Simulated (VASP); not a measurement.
## Be: single point with PBE+D3(BJ)

The system is Be.

```xyz
2
Lattice="2.2890 0.0000 0.0000 -1.1445 1.9823 0.0000 0.0000 0.0000 3.6026" Properties=species:S:1:pos:R:3 pbc="T T T"
Be    0.0000    1.3216    0.9006
Be    1.1445    0.6608    2.7019
```

- Program: VASP 6.6.1
- Task: single point
- Functional: PBE
- Dispersion: D3(BJ)
- Potentials or basis: VASP PAW PBE potentials, release 64 (Be)
- Cutoff: 520 eV
- k mesh: 21 × 21 × 12
- Occupations: gaussian, width 0.1 eV
- Spin: no spin polarisation

| Item | Value |
| --- | --- |
| Pressure | -10.7 GPa |
| Band gap on the k mesh | zero (bands 2 and 3 overlap by 2.05 eV) |
| Dispersion energy per atom | -0.343 eV |

Levels at points of the mesh, in eV from the Fermi level:
```tsv
k point	band 1	band 2	band 3	band 4	band 5	band 6	band 7
(0.00, 0.00, 0.00)	-11.21	-4.36	0.97	15.53	15.53	18.32	18.32
(0.00, 0.00, 0.50)	-9.07	-9.07	10.41	10.41	17.14	17.14	17.14
```

It took 15 s on 1 thread of Intel(R) Xeon(R) 6975P-C (Granite Rapids), with other jobs on the host, peak memory 0.16 GiB.

Caveat: the cell stands under tension.
